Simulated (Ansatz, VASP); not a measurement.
**Two plane-wave programs on Al2Cu**

```
CELL_PARAMETERS angstrom
-2.02461 2.02461 2.86316
2.02461 -2.02461 2.86316
2.02461 2.02461 -2.86316
ATOMIC_POSITIONS crystal
Al 0.73743 0.23743 0.47485
Al 0.23743 0.73743 0.47485
Cu 0.51068 0.51068 0.02135
```

Change from the starting cell: mode 4 frozen in at -0.072 Å, equal normal strain along x and y +0.0000.

Alike in both runs: task single point; functional PBEsol; k mesh 14 × 14 × 14; occupations gaussian, width 0.15 eV; no spin polarisation.

|  | VASP | Ansatz |
| --- | --- | --- |
| version | VASP 6.6.1 | Ansatz 0.2.0 |
| potentials or method | VASP PAW PBE potentials, release 64 (Al, Cu), cutoff 520 eV | scalar-relativistic, plane waves, PAW |
| valence electrons in the cell | 17 | 25 |

VASP gave:

* gap on the k mesh at the Fermi level (eV): none
* pressure (GPa): 0.7
* traceless stress, the component that is largest in VASP (GPa): -0.35
* rms of the force components (eV/Å): 0.409

Which values does Ansatz return?

gap on the k mesh at the Fermi level (eV): none; pressure (GPa): 0.7; traceless stress, the component that is largest in VASP (GPa): -0.34; rms of the force components (eV/Å): 0.409.

VASP's potentials were made for PBE, not for PBEsol, and Ansatz warns of the same on its side. Atom by atom the forces differ by 0.000 eV/Å (rms over components). A gap of «none» marks a metal or a gap that the smearing closes. With one functional, cell and mesh, what is left measures potentials, basis and numerics. VASP's potentials hold 17 valence electrons a cell and Ansatz's 25, so a difference there can come from the potentials and not from the codes. Ansatz's warnings: near symmetry operations not taken.
